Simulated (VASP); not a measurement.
Rb2BaS2:

```
Rb Ba S
1.0
     5.13990    0.00000    0.00000
    -2.56995    4.45129    0.00000
     0.00000    0.00000    9.12490
Rb Ba S
2 1 2
Direct
  0.66667 0.33333 0.37590
  0.33333 0.66667 0.62410
  0.00000 0.00000 0.00000
  0.66667 0.33333 0.72194
  0.33333 0.66667 0.27806
```

The cell was generated, and may not be a known phase.

* Program: VASP 6.6.1
* Task: relaxation of cell and atoms
* Functional: PBE
* Potentials or basis: VASP PAW PBE potentials, release 64 (Rb_sv, Ba_sv, S)
* Cutoff: 600 eV
* k mesh: 6 × 6 × 2
* Occupations: gaussian, width 0.1 eV
* Spin: no spin polarisation

At the start: pressure -0.8 GPa; volume 41.75 Å³/atom.

Q: Where does the relaxation end?

A: Over 12 steps the energy falls by 325.5 meV/atom and the volume is 36.63 Å³/atom (-12.3 %); space group P-3m1 (No. 164, to 0.1 Å) before and after.

Step by step:
```
step  energy change (eV)  largest force (eV/Å)  pressure (GPa)  volume (Å³)
   1              0.0000                2.0246           -0.84       208.77
   2             -0.4648                1.8242           -0.80       202.16
   3             -1.2425                1.0884            0.20       182.16
   4             -1.2887                0.7484            1.06       173.65
   5             -1.5281                0.2316           -0.08       178.98
   6             -1.5307                0.2549           -0.18       179.88
   7             -1.5786                0.1455            0.30       177.64
   8             -1.5950                0.0310            0.87       175.31
   9             -1.6198                0.0828            0.20       180.74
  10             -1.6213                0.1163           -0.01       182.62
  11             -1.6240                0.0880           -0.03       182.79
  12             -1.6274                0.0234           -0.06       183.16
```

Final structure:
```cif
data_structure
_symmetry_space_group_name_H-M 'P 1'
_symmetry_Int_Tables_number 1
_cell_length_a 4.9652
_cell_length_b 4.9652
_cell_length_c 8.5787
_cell_angle_alpha 90.000
_cell_angle_beta 90.000
_cell_angle_gamma 120.000
_cell_volume 183.16
loop_
_atom_site_label
_atom_site_type_symbol
_atom_site_fract_x
_atom_site_fract_y
_atom_site_fract_z
_atom_site_occupancy
Rb1 Rb 0.66667 0.33333 0.36273 1
Rb2 Rb 0.33333 0.66667 0.63727 1
Ba1 Ba 0.00000 0.00000 0.00000 1
S1 S 0.66667 0.33333 0.79900 1
S2 S 0.33333 0.66667 0.20100 1
```
